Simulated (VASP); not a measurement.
# GaSb (F-43m) in VASP: single point with LDA

Aim: the single point of GaSb with LDA.

All numbers are computed with VASP 6.6.1; they aren't measurements. Logs are shortened: lines on timing, memory, paths and dates and some standing lists are left out, and cuts for length are marked.

### Step 1. The cell of the first run

Symmetry: F-43m, No. 216, cubic system. Conventional cell: a = 6.057 Å, b = 6.057 Å, c = 6.057 Å, α = 90.00°, β = 90.00°, γ = 90.00°. Ga (site symmetry -43m) has 4 Sb at 2.62 Å within 3.5 Å. Within 3.5 Å of Sb (site symmetry -43m) lie 4 Ga at 2.62 Å.

### Step 2. Single point, LDA

INCAR reads:

```
ALGO = Normal ; EDIFF = 1E-6
ENCUT = 500 ; GGA_COMPAT = False
ISIF = 2 ; ISMEAR = 0
LASPH = True ; LCHARG = False
LREAL = False ; LWAVE = False
NBANDS = 16 ; NELM = 120
PREC = Accurate ; SIGMA = 0.05
```

KPOINTS reads:

```
k-points
0
Gamma
  6 6 6
```

POSCAR reads:

```
GaSb
1.0
    0.0000000000      3.0283176320      3.0283176320
    3.0283176320      0.0000000000      3.0283176320
    3.0283176320      3.0283176320      0.0000000000
Ga Sb
1 1
Direct
    0.0000000000      0.0000000000      0.0000000000
    0.2500000000      0.2500000000      0.2500000000
```

Potentials or basis: VASP PAW LDA potentials, release 64 (Ga_d, Sb).

Run with:

```console
$ cat potpaw_LDA.64/Ga_d/POTCAR potpaw_LDA.64/Sb/POTCAR > POTCAR
$ mpirun -np 1 vasp_std > vasp.out
```

OUTCAR:

```text
EDIFF = 1E-6
   ENCUT = 500
   ISIF = 2
   ISMEAR = 0
   LASPH = True
   LREAL = False
   NELM = 120
   PREC = Accurate

 ion  position               nearest neighbor table
   1  0.000  0.000  0.000-   2 2.62   2 2.62   2 2.62   2 2.62
   2  0.250  0.250  0.250-   1 2.62   1 2.62   1 2.62   1 2.62

  LATTYP: Found a face centered cubic cell.
 ALAT       =     6.0566352640

  Lattice vectors:

 A1 = (   0.0000000000,   3.0283176320,   3.0283176320)
 A2 = (   3.0283176320,   0.0000000000,   3.0283176320)
 A3 = (   3.0283176320,   3.0283176320,   0.0000000000)

Analysis of symmetry for initial positions (statically):
=====================================================================
 Subroutine PRICEL returns:
 Original cell was already a primitive cell.

 Routine SETGRP: Setting up the symmetry group for a
 face centered cubic supercell.

 Subroutine GETGRP returns: Found 24 space group operations
 (whereof 24 operations were pure point group operations)
 out of a pool of 48 trial point group operations.

The static configuration has the point symmetry T_d .

Analysis of symmetry for dynamics (positions and initial velocities):
=====================================================================
 Subroutine PRICEL returns:
 Original cell was already a primitive cell.

 Routine SETGRP: Setting up the symmetry group for a
 face centered cubic supercell.

 Subroutine GETGRP returns: Found 24 space group operations
 (whereof 24 operations were pure point group operations)
 out of a pool of 48 trial point group operations.

The dynamic configuration has the point symmetry T_d .

 Subroutine INISYM returns: Found 24 space group operations
 (whereof 24 operations are pure point group operations),
 and found     1 'primitive' translations

----------------------------------------------------------------------------------------

                                     Primitive cell

  volume of cell :      55.5436

  direct lattice vectors                    reciprocal lattice vectors
     0.000000000  3.028317632  3.028317632    -0.165108176  0.165108176  0.165108176
     3.028317632  0.000000000  3.028317632     0.165108176 -0.165108176  0.165108176
     3.028317632  3.028317632  0.000000000     0.165108176  0.165108176 -0.165108176

  length of vectors
     4.282687866  4.282687866  4.282687866     0.285975749  0.285975749  0.285975749

  position of ions in fractional coordinates (direct lattice)
     0.000000000  0.000000000  0.000000000
     0.250000000  0.250000000  0.250000000

  ion indices of the primitive-cell ions
   primitive index   ion index
                 1           1
                 2           2

----------------------------------------------------------------------------------------

 KPOINTS: k-points

Automatic generation of k-mesh.
 Grid dimensions read from file:
 generate k-points for:    6    6    6

 Generating k-lattice:

  Cartesian coordinates                     Fractional coordinates (reciprocal lattice)
    -0.027518029  0.027518029  0.027518029     0.166666667  0.000000000  0.000000000
     0.027518029 -0.027518029  0.027518029     0.000000000  0.166666667  0.000000000
     0.027518029  0.027518029 -0.027518029     0.000000000  0.000000000  0.166666667

  Length of vectors
     0.047662625  0.047662625  0.047662625

  Shift w.r.t. Gamma in fractional coordinates (k-lattice)
     0.000000000  0.000000000  0.000000000

 Subroutine IBZKPT returns following result:
 ===========================================

 Found     16 irreducible k-points:

 Following reciprocal coordinates:
            Coordinates               Weight
  0.000000  0.000000  0.000000      1.000000
  0.166667  0.000000  0.000000      8.000000
  0.333333  0.000000  0.000000      8.000000
  0.500000  0.000000  0.000000      4.000000
  0.166667  0.166667  0.000000      6.000000
  0.333333  0.166667  0.000000     24.000000
[... 8 lines left out ...]
 -0.333333  0.333333  0.166667     24.000000
 -0.333333  0.500000  0.166667     12.000000
   k-points           NKPTS =     16   k-points in BZ     NKDIM =     16   number of bands    NBANDS=     16
   number of dos      NEDOS =    301   number of ions     NIONS =      2
   total plane-waves  NPLWV =  32768
   dimension x,y,z NGX =    32 NGY =   32 NGZ =   32
   dimension x,y,z NGXF=    64 NGYF=   64 NGZF=   64
   ions per type =               1   1
   NGX,Y,Z   is equivalent  to a cutoff of  12.42, 12.42, 12.42 a.u.
   NGXF,Y,Z  is equivalent  to a cutoff of  24.84, 24.84, 24.84 a.u.
 SYSTEM =  unknown system
   PREC   = accura    normal or accurate (medium, high low for compatibility)
   ISTART =      0    job   : 0-new  1-cont  2-samecut
   ICHARG =      2    charge: 1-file 2-atom 10-const
   ISPIN  =      1    spin polarized calculation?
   LNONCOLLINEAR =      F non collinear calculations
   LSORBIT =      F    spin-orbit coupling
   LASPH  =      T    aspherical Exc in radial PAW
   ENCUT  =  500.0 eV  36.75 Ry    6.06 a.u.   7.81  7.81  7.81*2*pi/ulx,y,z
   NELM   =    120;   NELMIN=  2; NELMDL= -5     # of ELM steps
   EDIFF  = 0.1E-05   stopping-criterion for ELM
   LREAL  =      F    real-space projection
   EDIFFG = 0.1E-04   stopping-criterion for IOM
   NSW    =      0    number of steps for IOM
   IBRION =     -1    ionic relax: 0-MD 1-quasi-New 2-CG
   NFREE  =      0    steps in history (QN), initial steepest desc. (CG)
   ISIF   =      2    stress and relaxation
   ISYM   =      2    0-nonsym 1-usesym 2-fastsym
   POTIM  = 0.5000    time-step for ionic-motion
   TEBEG  =    0.0;   TEEND  =   0.0 temperature during run
   PSTRESS=    0.0 pullay stress
   NELECT =      18.0000    total number of electrons
   NUPDOWN=      -1.0000    fix difference up-down
   EMIN   =  10.00;   EMAX   =-10.00  energy-range for DOS
   EFERMI =   0.00;   METHOD = LEGACY
   ISMEAR =     0;   SIGMA  =   0.05  broadening in eV -4-tet -1-fermi 0-gaus
   EFERMI_NEDOS =   21; number of points for ismear=-14 and -15
   IALGO  =     38    algorithm
   IMIX   =      4    mixing-type and parameters
     AMIX     =   0.40;   BMIX     =  1.00
     AMIX_MAG =   1.60;   BMIX_MAG =  1.00
  volume/ion in A,a.u.               =      27.77       187.41
  Fermi-wavevector in a.u.,A,eV,Ry     =   1.124486  2.124971 17.204157  1.264470
  Thomas-Fermi vector in A             =   2.261159
   LORBIT       =      0    0 simple, 1 ext, 2 COOP (PROOUT), +10 PAW based schemes
   GGA     = CA    functional components
   LHFCALC =     F    Hartree Fock is set to
   AEXX    =    0.0000 exact exchange contribution
   IVDW    =     0    specifies the selected vdW correction
   LEPSILON=     F    determine dielectric tensor
   LRPA    =     F    only Hartree local field effects (RPA)
 non-spin polarized calculation
 Gauss-broadening in eV      SIGMA  =   0.05
  energy-cutoff  :      500.00
  volume of cell :       55.54
 maximum number of plane-waves:      1420
   NGX = 15   NGY = 15   NGZ = 15

 number of electron      17.9999988 magnetization

 Free energy of the ion-electron system (eV)
  ---------------------------------------------------
  ext. energy  EPLUGINS =         0.00000000
  ---------------------------------------------------
  free energy    TOTEN  =        -8.63990077 eV

  energy without entropy =       -8.63970172  energy(sigma->0) =       -8.63980124

 E-fermi :   5.0597     XC(G=0):  -9.5244

 val. band max:        5.0042409177   @ k =   0.0000   0.0000   0.0000
 cond. band min:       5.0926871492   @ k =   0.0000   0.0000   0.0000
 fundamental gap:      0.0884462315
 Fermi energy:         5.0596824482

 k-point     1 :       0.0000    0.0000    0.0000
  band No.  band energies     occupation
      1     -10.2146      2.00000
      2     -10.2146      2.00000
      3     -10.2146      2.00000
      4     -10.1608      2.00000
      5     -10.1608      2.00000
      6      -6.7274      2.00000
[... 8 lines left out ...]
     15      13.6147      0.00000
     16      13.6147      0.00000

 k-point     2 :       0.1667    0.0000    0.0000
  band No.  band energies     occupation
      1     -10.2224      2.00000
      2     -10.2112      2.00000
      3     -10.2112      2.00000
      4     -10.1612      2.00000
      5     -10.1612      2.00000
      6      -6.4351      2.00000
[... 8 lines left out ...]
     15      12.5770      0.00000
     16      12.5770      0.00000

 k-point     3 :       0.3333    0.0000    0.0000
  band No.  band energies     occupation
      1     -10.2378      2.00000
      2     -10.2053      2.00000
      3     -10.2053      2.00000
      4     -10.1611      2.00000
      5     -10.1611      2.00000
      6      -5.6518      2.00000
[... 8 lines left out ...]
     15      13.0943      0.00000
     16      13.0943      0.00000

 k-point     4 :       0.5000    0.0000    0.0000
  band No.  band energies     occupation
      1     -10.2453      2.00000
      2     -10.2028      2.00000
      3     -10.2028      2.00000
      4     -10.1606      2.00000
      5     -10.1606      2.00000
      6      -5.0266      2.00000
[... 8 lines left out ...]
     15      14.9091      0.00000
     16      14.9091      0.00000
[... 172 lines left out ...]
 k-point    14 :       0.5000    0.3333    0.1667
  band No.  band energies     occupation
      1     -10.2503      2.00000
      2     -10.1986      2.00000
      3     -10.1955      2.00000
      4     -10.1669      2.00000
      5     -10.1594      2.00000
      6      -4.9798      2.00000
[... 8 lines left out ...]
     15      14.0245      0.00000
     16      16.0108      0.00000

 k-point    15 :      -0.3333    0.3333    0.1667
  band No.  band energies     occupation
      1     -10.2537      2.00000
      2     -10.1978      2.00000
      3     -10.1927      2.00000
      4     -10.1660      2.00000
      5     -10.1608      2.00000
      6      -4.4171      2.00000
[... 8 lines left out ...]
     15      15.4591      0.00000
     16      15.6835      0.00000

 k-point    16 :      -0.3333    0.5000    0.1667
  band No.  band energies     occupation
      1     -10.2588      2.00000
      2     -10.1938      2.00000
      3     -10.1891      2.00000
      4     -10.1696      2.00000
      5     -10.1592      2.00000
      6      -4.1167      2.00000
[... 8 lines left out ...]
     15      15.0283      0.00000
     16      16.3350      0.00000

------------------------ aborting loop because EDIFF is reached ----------------------------------------

  FORCE on cell =-STRESS in cart. coord.  units (eV):
  Direction    XX          YY          ZZ          XY          YZ          ZX
  --------------------------------------------------------------------------------------
  -------------------------------------------------------------------------------------
  Total       -0.0155281     -0.0155281     -0.0155281      0.0000000      0.0000000     -0.0000000
  in kB       -0.4479133     -0.4479133     -0.4479133      0.0000000      0.0000000     -0.0000000
  external PRESSURE =      -0.4479133 kB  Pullay stress =       0.0000000 kB

 VOLUME and BASIS-vectors are now :
 -----------------------------------------------------------------------------
  energy-cutoff  :      500.00
  volume of cell :       55.54
      direct lattice vectors                 reciprocal lattice vectors
     0.000000000  3.028317632  3.028317632    -0.165108176  0.165108176  0.165108176
     3.028317632  0.000000000  3.028317632     0.165108176 -0.165108176  0.165108176
     3.028317632  3.028317632  0.000000000     0.165108176  0.165108176 -0.165108176

 POSITION                                       TOTAL-FORCE (eV/Angst)
 -----------------------------------------------------------------------------------
      0.00000      0.00000      0.00000        -0.000000     -0.000000     -0.000000
      1.51416      1.51416      1.51416         0.000000      0.000000      0.000000
 -----------------------------------------------------------------------------------
    total drift:                                0.000000      0.000000      0.000001

  FREE ENERGIE OF THE ION-ELECTRON SYSTEM (eV)
  ---------------------------------------------------
  free  energy   TOTEN  =        -8.6399007663 eV

  energy  without entropy=       -8.6397017193  energy(sigma->0) =       -8.63980124
```

Wall time 19 s (1 thread of AMD EPYC 7R43 (Zen 3), shared host); peak memory 0.12 GiB.

What came out:

| Property | Result |
| --- | --- |
| Free energy | -8.6399 eV |
| Pressure | 0.0 GPa |
| Band gap on the k mesh | 0.09 eV |

Levels at points of the mesh, in eV from the valence-band top:
```csv
k point,band 5,band 6,band 7,band 8,band 9,band 10,band 11,band 12,band 13,band 14
"(0.00, 0.00, 0.00)",-15.16,-11.73,0.00,0.00,0.00,0.09,2.73,2.73,2.73,5.63
"(0.50, 0.00, 0.00)",-15.16,-10.03,-6.56,-1.20,-1.20,0.36,3.71,3.71,6.29,9.37
"(0.50, 0.50, 0.00)",-15.16,-9.16,-7.00,-2.69,-2.69,0.79,1.10,8.77,8.77,10.16
```

Caveat: spin-orbit coupling is left out, which moves the levels of the heavy elements. A k mesh can miss the band edges.
